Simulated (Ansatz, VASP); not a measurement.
**Two plane-wave programs on TaAs**

```
CELL_PARAMETERS angstrom
0.00000 2.63333 2.63333
2.63333 0.00000 2.63333
2.63333 2.63333 0.00000
ATOMIC_POSITIONS crystal
Ta 0.50000 0.50000 0.50000
As 0.00000 0.00000 0.00000
```

Alike in both runs: functional PBE; k mesh 8 × 8 × 8; occupations gaussian, width 0.1 eV; no spin polarisation.

Ansatz relaxed the structure, and its values are those at the end. VASP's run is a single point on that final structure, the one shown.

```csv
,VASP,Ansatz
version,VASP 6.6.1,Ansatz 0.2.0
potentials or method,"VASP PAW PBE potentials, release 64 (Ta_pv, As), cutoff 500 eV","scalar-relativistic, plane waves, PAW"
valence electrons in the cell,16,28
```

|  | VASP | Ansatz | Ansatz less VASP |
| --- | --- | --- | --- |
| gap on the k mesh at the Fermi level (eV) | none | none | - |
| pressure (GPa) | 0.5 | 0.1 | -0.42 |

A gap of «none» marks a metal or a gap that the smearing closes. VASP's potentials hold 16 valence electrons a cell and Ansatz's 28, so a difference there can come from the potentials and not from the codes.

Spin-orbit coupling is off throughout.
